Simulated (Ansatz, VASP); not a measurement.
## Ge in VASP and in Ansatz

The input POSCAR:

```
Ge
1.0
    0.0000000000      2.8289100000      2.8289100000
    2.8289100000      0.0000000000      2.8289100000
    2.8289100000      2.8289100000      0.0000000000
Ge
2
Direct
    0.7500000000      0.7500000000      0.7500000000
    0.5000000000      0.5000000000      0.5000000000
```

File INCAR.step1:

```
ALGO = Normal
EDIFF = 1E-5
ENCUT = 520
GGA = PE
ISIF = 2
ISMEAR = -1
LASPH = True
LCHARG = False
LREAL = False
LWAVE = True
NBANDS = 21
NELM = 60
PREC = Accurate
SIGMA = 0.05
```

File INCAR.step2:

```
AEXX = 0.25
ALGO = Normal
EDIFF = 1E-6
ENCUT = 520
GGA = PS
ISIF = 2
ISMEAR = -1
ISTART = 1
LASPH = True
LCHARG = False
LHFCALC = True
LREAL = False
LWAVE = False
NBANDS = 21
NELM = 60
PREC = Accurate
PRECFOCK = Normal
SIGMA = 0.05
```

Contents of KPOINTS:

```
k-points
0
Gamma
  4 4 4
```

input.yaml

```yaml
crystal:
  lattice:
    - [0.0, 2.82891, 2.82891]
    - [2.82891, 0.0, 2.82891]
    - [2.82891, 2.82891, 0.0]
  atoms:
    - { symbol: Ge, position: [0.75, 0.75, 0.75] }
    - { symbol: Ge, position: [0.5, 0.5, 0.5] }
hamiltonian:
  xc: { exchange: pbesol, correlation: pbesol, exx: { coeff: 0.25 } }
  pseudopotentials: { kind: paw }
kpoints:
  mp_grid: { grid: [4, 4, 4] }
  band_path:
    path:
      - [[0.0, 0.0, 0.0], [0.5, 0.0, 0.5], [0.5, 0.25, 0.75], [0.375, 0.375, 0.75], [0.0, 0.0, 0.0], [0.5, 0.5, 0.5], [0.625, 0.25, 0.625], [0.5, 0.25, 0.75], [0.5, 0.5, 0.5], [0.375, 0.375, 0.75]]
      - [[0.625, 0.25, 0.625], [0.5, 0.0, 0.5]]
    npoints: 4
scf:
  occupations: { method: fermi_dirac, width: 0.05 }
  n_extra_bands: 6
output:
  forces: true
  stress: true
  eigenvalues: true
  fatbands: false
```

Alike in both runs: functional PBEsol-based global hybrid; k mesh 4 × 4 × 4; occupations fermi-dirac, width 0.05 eV; no spin polarisation.

|  | VASP | Ansatz |
| --- | --- | --- |
| version | VASP 6.6.1 | Ansatz 0.2.0 |
| potentials or method | VASP PAW PBE potentials, release 64 (Ge_d) | Ansatz PAW |
| plane-wave cutoff (eV) | 520 | 420 |
| valence electrons in the cell | 28 | 28 |
| task | single point | band structure |

Ansatz gave:

```
gap on the k mesh at the Fermi level (eV) : 1.46
least direct gap on the mesh (eV)         : 1.53
pressure (GPa)                            : -1.2
```

**Question.** What did VASP give for the same quantities?

**Answer.** gap on the k mesh at the Fermi level (eV): 1.53; least direct gap on the mesh (eV): 1.61; pressure (GPa): -1.2.

VASP's potentials were made for PBE, not for PBEsol-based global hybrid.

The k mesh is coarse, so the values compare programs but aren't converged.
